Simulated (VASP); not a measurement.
# MgH2 (Fm-3m) in VASP: notebook, part 3 of 3

VASP 6.6.1. Earlier steps stand in the parts before.

## 6. Single point, r2SCAN (9.33 Å³/atom)

This run uses another cell than the first one, of 9.33 Å³/atom.

Input file POSCAR:

```
MgH2
1.0
    0.0000000000      2.4097414059      2.4097414059
    2.4097414059      0.0000000000      2.4097414059
    2.4097414059      2.4097414059      0.0000000000
Mg H
1 2
Direct
    0.0000000000      0.0000000000      0.0000000000
    0.7500000000      0.7500000000      0.7500000000
    0.2500000000      0.2500000000      0.2500000000
```

Input file INCAR.step1:

```
SYSTEM = MgH2
ALGO = Normal
EDIFF = 1E-4
ENCUT = 520
GGA = PE
ISMEAR = 0
LASPH = .True.
LCHARG = .False.
LREAL = .False.
LWAVE = .True.
NBANDS = 9
NELM = 60
PREC = Accurate
SIGMA = 0.1
```

Input file INCAR.step2:

```
SYSTEM = MgH2
ALGO = Normal
EDIFF = 1E-7
ENCUT = 520
ISIF = 2
ISMEAR = 0
ISTART = 1
LASPH = .True.
LCHARG = .False.
LMIXTAU = .True.
LREAL = .False.
LWAVE = .False.
METAGGA = R2SCAN
NBANDS = 9
NELM = 60
PREC = Accurate
SIGMA = 0.1
```

Input file KPOINTS:

```
k-points
0
Gamma
  16 16 16
  0 0 0
```

Potentials or basis: VASP PAW PBE potentials, release 64 (Mg, H).

Run with:

```
$ cat potpaw_PBE.64/Mg/POTCAR potpaw_PBE.64/H/POTCAR > POTCAR
$ cp INCAR.step1 INCAR
$ mpirun -np 1 vasp_std > vasp.out
$ cp INCAR.step2 INCAR
$ mpirun -np 1 vasp_std > vasp.out
```

OUTCAR:

```text
SYSTEM = MgH2
   EDIFF = 1E-7
   ENCUT = 520
   ISIF = 2
   ISMEAR = 0
   ISTART = 1
   LASPH = .True.
   LREAL = .False.
   METAGGA = R2SCAN
   NELM = 60
   PREC = Accurate

 ion  position               nearest neighbor table
   1  0.000  0.000  0.000-   2 2.09   2 2.09   2 2.09   2 2.09   3 2.09   3 2.09   3 2.09   3 2.09

   2  0.750  0.750  0.750-   1 2.09   1 2.09   1 2.09   1 2.09
   3  0.250  0.250  0.250-   1 2.09   1 2.09   1 2.09   1 2.09

  LATTYP: Found a face centered cubic cell.
 ALAT       =     4.8194828118

  Lattice vectors:

 A1 = (   0.0000000000,   2.4097414059,   2.4097414059)
 A2 = (   2.4097414059,   0.0000000000,   2.4097414059)
 A3 = (   2.4097414059,   2.4097414059,   0.0000000000)

Analysis of symmetry for initial positions (statically):
=====================================================================
 Subroutine PRICEL returns:
 Original cell was already a primitive cell.

 Routine SETGRP: Setting up the symmetry group for a
 face centered cubic supercell.

 Subroutine GETGRP returns: Found 48 space group operations
 (whereof 48 operations were pure point group operations)
 out of a pool of 48 trial point group operations.

The static configuration has the point symmetry O_h .

Analysis of symmetry for dynamics (positions and initial velocities):
=====================================================================
 Subroutine PRICEL returns:
 Original cell was already a primitive cell.

 Routine SETGRP: Setting up the symmetry group for a
 face centered cubic supercell.

 Subroutine GETGRP returns: Found 48 space group operations
 (whereof 48 operations were pure point group operations)
 out of a pool of 48 trial point group operations.

The dynamic configuration has the point symmetry O_h .

 Subroutine INISYM returns: Found 48 space group operations
 (whereof 48 operations are pure point group operations),
[... 122 lines left out ...]
   LORBIT       =      0    0 simple, 1 ext, 2 COOP (PROOUT), +10 PAW based schemes
   METAGGA = R2SCAN    functional components
   LHFCALC =     F    Hartree Fock is set to
   AEXX    =    0.0000 exact exchange contribution
   IVDW    =     0    specifies the selected vdW correction
   LEPSILON=     F    determine dielectric tensor
   LRPA    =     F    only Hartree local field effects (RPA)
 non-spin polarized calculation
 Gauss-broadening in eV      SIGMA  =   0.10
  energy-cutoff  :      520.00
  volume of cell :       27.99
 maximum number of plane-waves:       769
 NGX is ok and might be reduce to    28
   NGX = 13   NGY = 13   NGZ = 13

 number of electron       4.0000001 magnetization

 Free energy of the ion-electron system (eV)
  ---------------------------------------------------
  ext. energy  EPLUGINS =         0.00000000
  ---------------------------------------------------
  free energy    TOTEN  =       -11.50360612 eV

  energy without entropy =      -11.50266858  energy(sigma->0) =      -11.50313735

 E-fermi :   2.9174     XC(G=0):  -9.1489

 val. band max:        2.8884695114   @ k =  -0.4375   0.4375   0.0000
 cond. band min:       2.9249829504   @ k =   0.1250   0.0625   0.0000
 fundamental gap:      0.0365134391
 Fermi energy:         2.9173845823

 k-point     1 :       0.0000    0.0000    0.0000
  band No.  band energies     occupation
      1      -7.3882      2.00000
      2       3.4821      0.00000
      3      12.3108      0.00000
      4      12.3108      0.00000
      5      12.3108      0.00000
      6      15.2496      0.00000
      7      15.2496      0.00000
      8      15.2496      0.00000
      9      15.8605      0.00000
[... 265 lines left out ...]
 k-point    24 :      -0.0625    0.0625    0.0000
  band No.  band energies     occupation
      1      -7.1969      2.00000
      2       3.0602      0.04341
      3      11.2789      0.00000
      4      11.9165      0.00000
      5      12.5187      0.00000
      6      14.8638      0.00000
      7      15.3727      0.00000
      8      15.8920      0.00000
      9      16.5841      0.00000

 [... further k-points ...]

------------------------ aborting loop because EDIFF is reached ----------------------------------------

  FORCE on cell =-STRESS in cart. coord.  units (eV):
  Direction    XX          YY          ZZ          XY          YZ          ZX
  --------------------------------------------------------------------------------------
  -------------------------------------------------------------------------------------
  Total       -0.6773214     -0.6773214     -0.6773214      0.0000000     -0.0000000      0.0000000
  in kB      -38.7760915    -38.7760915    -38.7760915      0.0000000     -0.0000000      0.0000000
  external PRESSURE =     -38.7760915 kB  Pullay stress =       0.0000000 kB

 VOLUME and BASIS-vectors are now :
 -----------------------------------------------------------------------------
  energy-cutoff  :      520.00
  volume of cell :       27.99
      direct lattice vectors                 reciprocal lattice vectors
     0.000000000  2.409741406  2.409741406    -0.207491144  0.207491144  0.207491144
     2.409741406  0.000000000  2.409741406     0.207491144 -0.207491144  0.207491144
     2.409741406  2.409741406  0.000000000     0.207491144  0.207491144 -0.207491144

 POSITION                                       TOTAL-FORCE (eV/Angst)
 -----------------------------------------------------------------------------------
      0.00000      0.00000      0.00000         0.000000     -0.000000      0.000000
      3.61461      3.61461      3.61461         0.000000      0.000000      0.000000
      1.20487      1.20487      1.20487        -0.000000     -0.000000     -0.000000
 -----------------------------------------------------------------------------------
    total drift:                                0.000000      0.000000      0.000000

  FREE ENERGIE OF THE ION-ELECTRON SYSTEM (eV)
  ---------------------------------------------------
  free  energy   TOTEN  =       -11.5036061215 eV

  energy  without entropy=      -11.5026685812  energy(sigma->0) =      -11.50313735
```

OUTCAR.step1:

```text
SYSTEM = MgH2
   EDIFF = 1E-4
   ENCUT = 520
   GGA = PE
   ISMEAR = 0
   LASPH = .True.
   LREAL = .False.
   NELM = 60
[... 512 lines left out ...]
      0.00000      0.00000      0.00000         0.000000      0.000000      0.000000
      3.61461      3.61461      3.61461         0.000000      0.000000      0.000000
      1.20487      1.20487      1.20487        -0.000000     -0.000000     -0.000000
 -----------------------------------------------------------------------------------
    total drift:                                0.000000      0.000000      0.000000

  FREE ENERGIE OF THE ION-ELECTRON SYSTEM (eV)
  ---------------------------------------------------
  free  energy   TOTEN  =        -8.4892068052 eV

  energy  without entropy=       -8.4879873902  energy(sigma->0) =       -8.48859710
```

OSZICAR.step1:

```text
N       E                     dE             d eps       ncg     rms          rms(c)
DAV:   1    -0.365829322376E+01   -0.36583E+01   -0.17007E+03  2722   0.332E+02
DAV:   2    -0.902304148164E+01   -0.53647E+01   -0.49048E+01  3412   0.412E+01
DAV:   3    -0.916300633942E+01   -0.13996E+00   -0.13980E+00  3188   0.635E+00
DAV:   4    -0.916324836950E+01   -0.24203E-03   -0.24202E-03  3521   0.255E-01
DAV:   5    -0.916324919392E+01   -0.82442E-06   -0.82467E-06  3229   0.129E-02    0.462E+00
DAV:   6    -0.865650067490E+01    0.50675E+00   -0.36184E-01  2750   0.230E+00    0.234E+00
DAV:   7    -0.848576378407E+01    0.17074E+00   -0.48034E-01  2819   0.290E+00    0.410E-01
DAV:   8    -0.849031529699E+01   -0.45515E-02   -0.12759E-02  2902   0.485E-01    0.202E-01
DAV:   9    -0.848918371809E+01    0.11316E-02   -0.26386E-03  2972   0.202E-01    0.167E-02
DAV:  10    -0.848920680525E+01   -0.23087E-04   -0.84431E-05  2639   0.550E-02
   1 F= -.84892068E+01 E0= -.84885971E+01  d E =-.121942E-02
```

Run time: 82 s. Hardware: 1 thread of Intel Xeon 6975P-C (Granite Rapids), shared host; peak memory 0.19 GiB.

What came out:

```yaml
Free_energy: -11.5036 eV
Pressure: -3.9 GPa
Band_gap_on_the_k_mesh: zero (bands 2 and 3 overlap by 0.80 eV)
```

Caveat: the cell stands under tension; the PAW data sets were made with another functional, which shifts forces and pressure a little.

## 7. Relaxation of cell and atoms, r2SCAN

This run uses another cell than the first one, of 9.00 Å³/atom.

Input file POSCAR:

```
MgH2
1.0
    0.0000000000      2.3810671667      2.3810671667
    2.3810671667      0.0000000000      2.3810671667
    2.3810671667      2.3810671667      0.0000000000
Mg H
1 2
Direct
    0.0000000000      0.0000000000      0.0000000000
    0.7500000000      0.7500000000      0.7500000000
    0.2500000000      0.2500000000      0.2500000000
```

Input file INCAR.step1:

```
SYSTEM = MgH2
PREC = Accurate
ENCUT = 600
ISMEAR = 0
SIGMA = 0.1
LREAL = .False.
LASPH = .True.
NELM = 100
GGA = PE
ALGO = Normal
EDIFF = 1E-4
LWAVE = .True.
LCHARG = .False.
```

Input file INCAR.step2:

```
SYSTEM = MgH2
PREC = Accurate
ENCUT = 600
EDIFF = 1E-6
ISMEAR = 0
SIGMA = 0.1
LREAL = .False.
LASPH = .True.
NELM = 100
ALGO = Normal
ISIF = 3
LWAVE = .False.
LCHARG = .False.
METAGGA = R2SCAN
LMIXTAU = .True.
IBRION = 2
NSW = 100
EDIFFG = -0.005
ISTART = 1
```

Input file KPOINTS:

```
regular mesh
0
Gamma
  16 16 16
  0 0 0
```

Potentials or basis: VASP PAW PBE potentials, release 64 (Mg, H).

Run with:

```
$ cat potpaw_PBE.64/Mg/POTCAR potpaw_PBE.64/H/POTCAR > POTCAR
$ cp INCAR.step1 INCAR
$ mpirun -np 1 vasp_std > vasp.out
$ cp INCAR.step2 INCAR
$ mpirun -np 1 vasp_std > vasp.out
```

OUTCAR:

```text
SYSTEM = MgH2
   PREC = Accurate
   ENCUT = 600
   EDIFF = 1E-6
   ISMEAR = 0
   LREAL = .False.
   LASPH = .True.
   NELM = 100
   ISIF = 3
   METAGGA = R2SCAN
   IBRION = 2
   NSW = 100
   EDIFFG = -0.005
   ISTART = 1

 ion  position               nearest neighbor table
   1  0.000  0.000  0.000-   2 2.06   3 2.06   2 2.06   2 2.06   2 2.06   3 2.06   3 2.06   3 2.06

   2  0.750  0.750  0.750-   1 2.06   1 2.06   1 2.06   1 2.06
   3  0.250  0.250  0.250-   1 2.06   1 2.06   1 2.06   1 2.06

  LATTYP: Found a face centered cubic cell.
 ALAT       =     4.7621343334

  Lattice vectors:

 A1 = (   0.0000000000,   2.3810671667,   2.3810671667)
 A2 = (   2.3810671667,   0.0000000000,   2.3810671667)
 A3 = (   2.3810671667,   2.3810671667,   0.0000000000)

[... 295 lines left out ...]

  energy without entropy =      -11.52692921  energy(sigma->0) =      -11.52732480

 E-fermi :   3.3193     XC(G=0):  -9.3876

 val. band max:        3.2951125217   @ k =   0.1250   0.0000   0.0000
 cond. band min:       3.3834799887   @ k =   0.1250   0.0625   0.0000
 fundamental gap:      0.0883674670
 Fermi energy:         3.3193481993

 k-point     1 :       0.0000    0.0000    0.0000
  band No.  band energies     occupation
      1      -7.4533      2.00000
      2       3.9861      0.00000
      3      12.9504      0.00000
      4      12.9504      0.00000
      5      12.9504      0.00000
      6      16.2703      0.00000
[... 199 lines left out ...]
 k-point    24 :      -0.0625    0.0625    0.0000
  band No.  band energies     occupation
      1      -7.2530      2.00000
      2       3.5289      0.00304
      3      11.9349      0.00000
      4      12.6179      0.00000
      5      13.1676      0.00000
      6      15.7951      0.00000

 [... further k-points ...]

------------------------ aborting loop because EDIFF is reached ----------------------------------------

  FORCE on cell =-STRESS in cart. coord.  units (eV):
  Direction    XX          YY          ZZ          XY          YZ          ZX
  --------------------------------------------------------------------------------------
  -------------------------------------------------------------------------------------
  Total       -0.0007591     -0.0007591     -0.0007591      0.0000000     -0.0000000      0.0000000
  in kB       -0.0464191     -0.0464191     -0.0464191      0.0000000     -0.0000000      0.0000000
  external PRESSURE =      -0.0464191 kB  Pullay stress =       0.0000000 kB
[... 18 lines left out ...]
  FREE ENERGIE OF THE ION-ELECTRON SYSTEM (eV)
  ---------------------------------------------------
  free  energy   TOTEN  =       -11.5277203881 eV

  energy  without entropy=      -11.5269292052  energy(sigma->0) =      -11.52732480

 reached required accuracy - stopping structural energy minimisation
```

Wall time 2 min (1 thread of Intel Xeon 6975P-C (Granite Rapids), shared host); peak memory 0.19 GiB.

Results:

| Property | Result |
| --- | --- |
| Free energy | -11.5277 eV |
| Relaxed volume | 8.73 Å³/atom |
| Relaxed cell | a = 3.334 Å, b = 3.334 Å, c = 3.334 Å, α = 60.00°, β = 60.00°, γ = 60.00° |
| Space group after relaxing (to 0.1 Å) | Fm-3m (No. 225) |
| Energy gained by relaxing | 1.6 meV/atom |
| Ionic steps | 4 |
| Pressure after relaxing | 0.0 GPa |
| Band gap on the k mesh | zero (bands 2 and 3 overlap by 0.95 eV) |

Step by step:
```csv
step,energy change (eV),largest force (eV/Å),pressure (GPa),volume (Å³)
1,0.0000,0.0000,-1.82,27.00
2,-0.0035,0.0000,-0.95,26.60
3,-0.0047,0.0000,-0.15,26.26
4,-0.0047,0.0000,0.00,26.20
```

Final structure:
```cif
data_structure
_symmetry_space_group_name_H-M 'P 1'
_symmetry_Int_Tables_number 1
_cell_length_a 3.3338
_cell_length_b 3.3338
_cell_length_c 3.3338
_cell_angle_alpha 60.000
_cell_angle_beta 60.000
_cell_angle_gamma 60.000
_cell_volume 26.20
loop_
_atom_site_label
_atom_site_type_symbol
_atom_site_fract_x
_atom_site_fract_y
_atom_site_fract_z
_atom_site_occupancy
Mg1 Mg 0.00000 0.00000 0.00000 1
H1 H 0.75000 0.75000 0.75000 1
H2 H 0.25000 0.25000 0.25000 1
```

Caveat: the PAW data sets were made with another functional, which shifts forces and pressure a little.

## 8. Summary

| task | cell | cutoff (eV) | gap on the mesh (eV) | pressure (GPa) |
| --- | --- | --- | --- | --- |
| single point | a = 3.309 Å, angles 60.0°, 3 atoms | 520 | none | 1.4 |
| single point | a = 3.342 Å, angles 60.0°, 3 atoms | 520 | none | -0.6 |
| single point | a = 3.375 Å, angles 60.0°, 3 atoms | 520 | none | -2.4 |
| single point | a = 3.408 Å, angles 60.0°, 3 atoms | 520 | none | -3.9 |
| relaxation of cell and atoms | relaxed from a = 3.367 Å, angles 60.0°, 3 atoms | 600 | none | 0.0 |

Alike in all rows: level r2SCAN; potentials or basis VASP PAW PBE potentials, release 64 (Mg, H); no spin polarisation; k mesh 16 × 16 × 16; smearing gaussian 0.1 eV.

Caveats: the PAW data sets were made with another functional, which shifts forces and pressure a little; the cell stands under tension (at least some runs).

Total energies depend on the potentials used, so only differences within one code and one set of settings carry meaning.

The gap in the log of VASP goes by the Fermi energy; the results here count the filled bands.